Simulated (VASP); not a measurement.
Here is a VASP 6.6.1 calculation.

File INCAR:

```
SYSTEM = HfC
PREC = Accurate
ENCUT = 520
EDIFF = 1E-6
ISMEAR = 1
SIGMA = 0.1
LREAL = .False.
LASPH = .True.
NELM = 60
ALGO = Normal
ISIF = 2
LWAVE = .False.
LCHARG = .False.
GGA = PE
NBANDS = 14
```

Contents of KPOINTS:

```
Automatic mesh
0
Gamma
  8 8 8
  0 0 0
```

The input POSCAR:

```
HfC
1.0
    0.0000000000      2.3250000000      2.3250000000
    2.3250000000      0.0000000000      2.3250000000
    2.3250000000      2.3250000000      0.0000000000
Hf C
1 1
Direct
    0.5000000000      0.5000000000      0.5000000000
    0.0000000000      0.0000000000      0.0000000000
```

Potentials or basis: VASP PAW PBE potentials, release 64 (Hf_pv, C).

Command:

```console
$ cat potpaw_PBE.64/Hf_pv/POTCAR potpaw_PBE.64/C/POTCAR > POTCAR
$ mpirun -np 1 vasp_std > vasp.out
```

Problem. Estimate the band gap on the k mesh.

Solution. Zero (band 7 reaches 6.96 eV, above the bottom of band 8 at 5.53 eV).

Problem. Estimate the pressure.

Solution. -0.4 GPa.

Caveat: spin-orbit coupling is left out, which moves the levels of the heavy elements.
